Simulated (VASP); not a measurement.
# SiC (P3m1) in VASP: further runs, part 2 of 2

VASP 6.6.1. Earlier steps stand in the parts before.

## Step 3: Single point, PBE

This run uses another cell than the first one, of 11.37 Å³/atom, 1.023 times its volume.

Contents of INCAR:

```
ALGO = Normal
EDIFF = 1E-6
ENCUT = 600
GGA = PE
GGA_COMPAT = F
ISIF = 2
ISMEAR = 0
LASPH = T
LCHARG = F
LREAL = F
LWAVE = F
NBANDS = 26
NELM = 120
PREC = Accurate
SIGMA = 0.05
```

Contents of KPOINTS:

```
k-points
0
Gamma
  10 10 3
```

Contents of POSCAR:

```
SiC
1.0
   -3.0759982064      0.0000000000      0.0000000000
   -1.5379991032     -2.6638925888      0.0000000000
    0.0000000000      0.0000000000     11.0960000000
Si C
4 4
Direct
    0.3333333333      0.3333333333      0.5948323720
    0.3333333333      0.3333333333      0.1398936554
    0.6666666667      0.6666666667      0.8223017304
    0.6666666667      0.6666666667      0.3673630137
    0.3333333333      0.3333333333      0.7699837779
    0.3333333333      0.3333333333      0.3150450613
    0.6666666667      0.6666666667      0.0875757030
    0.6666666667      0.6666666667      0.5425144196
```

Potentials or basis: VASP PAW PBE potentials, release 64 (Si, C).

Started as:

```
$ cat potpaw_PBE.64/Si/POTCAR potpaw_PBE.64/C/POTCAR > POTCAR
$ mpirun -np 1 vasp_std > vasp.out
```

Wall time 77 s (1 thread of AMD EPYC 9R45 (Zen 5), shared host); peak memory 0.24 GiB.

Results (log left out):

- Free energy: -58.0407 eV
- Pressure: -0.7 GPa
- Largest force: 1.904 eV/Å
- Band gap on the k mesh: 1.05 eV, indirect (least direct gap 1.91 eV)

Forces on the atoms (eV/Å):
```
Si   0.000  0.000  0.117
Si   0.000  0.000 -1.754
Si   0.000  0.000  1.904
Si   0.000  0.000  0.057
C    0.000  0.000  0.296
C    0.000  0.000  0.012
C    0.000  0.000 -0.452
C    0.000  0.000 -0.181
```

Stress tensor (GPa, compression positive):
```
  4.52   0.00   0.00
  0.00   4.52   0.00
  0.00   0.00 -11.25
```

Levels at points of the mesh, in eV from the valence-band top:
```tsv
k point	band 13	band 14	band 15	band 16	band 17	band 18	band 19	band 20
(0.00, 0.00, 0.00)	-1.20	-0.47	0.00	0.00	1.91	4.04	4.98	5.74
(0.50, 0.00, 0.00)	-3.05	-2.75	-1.51	-1.26	1.06	1.99	2.76	3.47
```

Caveat: forces of over 1 eV/Å act on the atoms, so gaps and moduli don't describe the material at rest. PBE gaps usually lie below the measured ones, often by a third to a half.

## Step 4: Single point, PBE

This run uses another cell than the first one, of 11.88 Å³/atom, 1.069 times its volume.

Contents of INCAR:

```
PREC = Accurate
ENCUT = 600
EDIFF = 1E-6
ISMEAR = 0
SIGMA = 0.05
LREAL = F
LASPH = T
NELM = 120
ALGO = Normal
ISIF = 2
LWAVE = F
LCHARG = F
GGA = PE
NBANDS = 26
GGA_COMPAT = F
```

Contents of KPOINTS:

```
regular mesh
0
Gamma
  10 10 3
```

Contents of POSCAR:

```
SiC
1.0
   -3.0759982064      0.0000000000      0.0000000000
   -1.5379991032     -2.6638925888      0.0000000000
    0.0000000000      0.0000000000     11.5960000000
Si C
4 4
Direct
    0.3333333333      0.3333333333      0.5691842014
    0.3333333333      0.3333333333      0.1338616764
    0.6666666667      0.6666666667      0.7868454640
    0.6666666667      0.6666666667      0.3515229389
    0.3333333333      0.3333333333      0.7367833736
    0.3333333333      0.3333333333      0.3014608486
    0.6666666667      0.6666666667      0.0837995861
    0.6666666667      0.6666666667      0.5191221111
```

Started as:

```
$ cat potpaw_PBE.64/Si/POTCAR potpaw_PBE.64/C/POTCAR > POTCAR
$ mpirun -np 1 vasp_std > vasp.out
```

It took 84 s on 1 thread of AMD EPYC 9R45 (Zen 5), shared host; peak memory 0.26 GiB.

Results (log left out):

| Quantity | Value |
| --- | --- |
| Free energy | -57.1785 eV |
| Pressure | 0.2 GPa |
| Largest force | 2.190 eV/Å |
| Band gap on the k mesh | 0.34 eV, indirect (least direct gap 0.89 eV) |

Forces on the atoms (eV/Å):
```
Si   0.000  0.000  0.011
Si   0.000  0.000 -2.190
Si   0.000  0.000  1.200
Si   0.000  0.000 -0.081
C    0.000  0.000  0.382
C    0.000  0.000  0.193
C    0.000  0.000  0.596
C    0.000  0.000 -0.111
```

Stress tensor (GPa, compression positive):
```
 4.52  0.00  0.00
 0.00  4.52  0.00
 0.00  0.00 -8.40
```

Levels at points of the mesh, in eV from the valence-band top:
```tsv
k point	band 13	band 14	band 15	band 16	band 17	band 18	band 19	band 20
(0.00, 0.00, 0.00)	-1.37	-0.52	0.00	0.00	0.89	3.82	4.78	5.51
(0.50, 0.00, 0.00)	-3.19	-2.91	-1.53	-0.84	0.34	1.78	2.57	3.22
```

Caveat: forces of over 1 eV/Å act on the atoms, so gaps and moduli don't describe the material at rest.

## Step 5: Single point, PBE

This run uses another cell than the first one, of 13.41 Å³/atom, 1.207 times its volume.

Contents of INCAR:

```
ALGO     = Normal         # electronic algorithm
EDIFF    = 1E-6           # SCF threshold, eV
ENCUT    = 600            # plane-wave cutoff, eV
GGA      = PE             # functional
GGA_COMPAT= F            
ISIF     = 2              # what is computed and relaxed
ISMEAR   = 0              # smearing method
LASPH    = T              # aspherical terms in the spheres
LCHARG   = F              # write CHGCAR
LREAL    = F              # projectors in reciprocal space
LWAVE    = F              # write WAVECAR
NBANDS   = 26             # bands
NELM     = 120            # most SCF steps
PREC     = Accurate       # precision mode
SIGMA    = 0.05           # smearing width, eV
```

Contents of KPOINTS:

```
k-points
0
Gamma
  10 10 3
```

Contents of POSCAR:

```
SiC
1.0
   -3.0759982064      0.0000000000      0.0000000000
   -1.5379991032     -2.6638925888      0.0000000000
    0.0000000000      0.0000000000     13.0960000000
Si C
4 4
Direct
    0.3333333333      0.3333333333      0.5039905315
    0.3333333333      0.3333333333      0.1185293219
    0.6666666667      0.6666666667      0.6967211362
    0.6666666667      0.6666666667      0.3112599267
    0.3333333333      0.3333333333      0.6523930971
    0.3333333333      0.3333333333      0.2669318876
    0.6666666667      0.6666666667      0.0742012828
    0.6666666667      0.6666666667      0.4596624924
```

Started as:

```
$ cat potpaw_PBE.64/Si/POTCAR potpaw_PBE.64/C/POTCAR > POTCAR
$ mpirun -np 1 vasp_std > vasp.out
```

Wall time 2.5 min (1 thread of AMD EPYC 9R45 (Zen 5), shared host); peak memory 0.28 GiB.

The run converged. Its results:

```
Free energy            : -56.2278 eV
Pressure               : 2.2 GPa
Largest force          : 2.205 eV/Å
Band gap on the k mesh : zero (band 16 reaches 5.84 eV, above the bottom of band 17 at 5.59 eV)
```

Forces on the atoms (eV/Å):
```
Si   0.000  0.000 -0.140
Si   0.000  0.000 -2.205
Si   0.000  0.000 -0.061
Si   0.000  0.000 -0.177
C    0.000  0.000  0.537
C    0.000  0.000  0.392
C    0.000  0.000  1.734
C    0.000  0.000 -0.079
```

Stress tensor (GPa, compression positive):
```
 3.58  0.00  0.00
 0.00  3.58  0.00
 0.00  0.00 -0.58
```

Levels at points of the mesh, in eV from the Fermi level:
```
           k point  band 13  band 14  band 15  band 16  band 17  band 18  band 19  band 20
(0.00, 0.00, 0.00)    -1.30    -0.45     0.07     0.07     0.23     3.90     4.85     5.60
(0.50, 0.00, 0.00)    -3.13    -2.84    -1.46    -0.29    -0.15     1.87     2.60     3.25
```

Caveat: forces of over 1 eV/Å act on the atoms, so gaps and moduli don't describe the material at rest.

## Step 6: Single point, PBE

This run uses another cell than the first one, of 14.95 Å³/atom, 1.346 times its volume.

Contents of INCAR:

```
SYSTEM = SiC
PREC     = Accurate       ! precision mode
ENCUT    = 600            ! plane-wave cutoff, eV
EDIFF    = 1E-6           ! SCF threshold, eV
ISMEAR   = 0              ! smearing method
SIGMA    = 0.05           ! smearing width, eV
LREAL    = .False.        ! projectors in reciprocal space
LASPH    = .True.         ! aspherical terms in the spheres
NELM     = 120            ! most SCF steps
ALGO     = Normal         ! electronic algorithm
ISIF     = 2              ! what is computed and relaxed
LWAVE    = .False.        ! write WAVECAR
LCHARG   = .False.        ! write CHGCAR
GGA      = PE             ! functional
NBANDS   = 26             ! bands
GGA_COMPAT= .False.
```

Contents of KPOINTS:

```
Automatic mesh
0
Gamma
  10 10 3
  0 0 0
```

Contents of POSCAR:

```
SiC
1.0
   -3.0759982064      0.0000000000      0.0000000000
   -1.5379991032     -2.6638925888      0.0000000000
    0.0000000000      0.0000000000     14.5960000000
Si C
4 4
Direct
    0.3333333333      0.3333333333      0.4521964922
    0.3333333333      0.3333333333      0.1063483146
    0.6666666667      0.6666666667      0.6251205810
    0.6666666667      0.6666666667      0.2792724034
    0.3333333333      0.3333333333      0.5853480406
    0.3333333333      0.3333333333      0.2394998630
    0.6666666667      0.6666666667      0.0665757742
    0.6666666667      0.6666666667      0.4124239518
```

Potentials or basis: VASP PAW PBE potentials, release 64 (Si, C).

Started as:

```
$ cat potpaw_PBE.64/Si/POTCAR potpaw_PBE.64/C/POTCAR > POTCAR
$ mpirun -np 1 vasp_std > vasp.out
```

Wall time 3.7 min (1 thread of AMD EPYC 9R45 (Zen 5), shared host); peak memory 0.3 GiB.

The run converged. Its results:

```yaml
Free_energy: -56.1546 eV
Pressure: 2.2 GPa
Largest_force: 2.230 eV/Å
Band_gap_on_the_k_mesh: zero (band 16 reaches 4.68 eV, above the bottom of band 17 at 4.45 eV)
```

Forces in eV/Å, atoms in the order of the input:
```
Si   0.000  0.000 -0.135
Si   0.000  0.000 -2.230
Si   0.000  0.000 -0.145
Si   0.000  0.000 -0.203
C    0.000  0.000  0.499
C    0.000  0.000  0.419
C    0.000  0.000  1.882
C    0.000  0.000 -0.087
```

Stress tensor (GPa, compression positive):
```
3.18 0.00 0.00
0.00 3.18 0.00
0.00 0.00 0.35
```

Levels at points of the mesh, in eV from the Fermi level:
| k point | band 14 | band 15 | band 16 | band 17 | band 18 | band 19 |
| --- | --- | --- | --- | --- | --- | --- |
| (0.00, 0.00, 0.00) | -0.58 | 0.06 | 0.06 | 0.25 | 3.91 | 4.83 |
| (0.50, 0.00, 0.00) | -2.85 | -1.47 | -0.28 | -0.18 | 1.88 | 2.59 |

Caveat: forces of over 1 eV/Å act on the atoms, so gaps and moduli don't describe the material at rest.

## Step 7: The runs side by side

```csv
cell,gap on the mesh (eV),pressure (GPa),largest force (eV/Å)
"a = 3.076, b = 3.076, c = 10.846 Å, angles 90.0, 90.0, 60.0°, 8 atoms",1.59,-1.0,2.26
"a = 3.076, b = 3.076, c = 11.096 Å, angles 90.0, 90.0, 60.0°, 8 atoms",1.05,-0.7,1.90
"a = 3.076, b = 3.076, c = 11.596 Å, angles 90.0, 90.0, 60.0°, 8 atoms",0.34,0.2,2.19
"a = 3.076, b = 3.076, c = 13.096 Å, angles 90.0, 90.0, 60.0°, 8 atoms",none,2.2,2.20
"a = 3.076, b = 3.076, c = 14.596 Å, angles 90.0, 90.0, 60.0°, 8 atoms",none,2.2,2.23
```

Alike in all rows: task single point; level PBE; potentials or basis VASP PAW PBE potentials, release 64 (Si, C); no spin polarisation; k mesh 10 × 10 × 3; cutoff (eV) 600; smearing gaussian 0.05 eV.

Caveats: forces of over 1 eV/Å act on the atoms, so gaps and moduli don't describe the material at rest.

Total energies depend on the potentials used, so only differences within one code and one set of settings carry meaning.
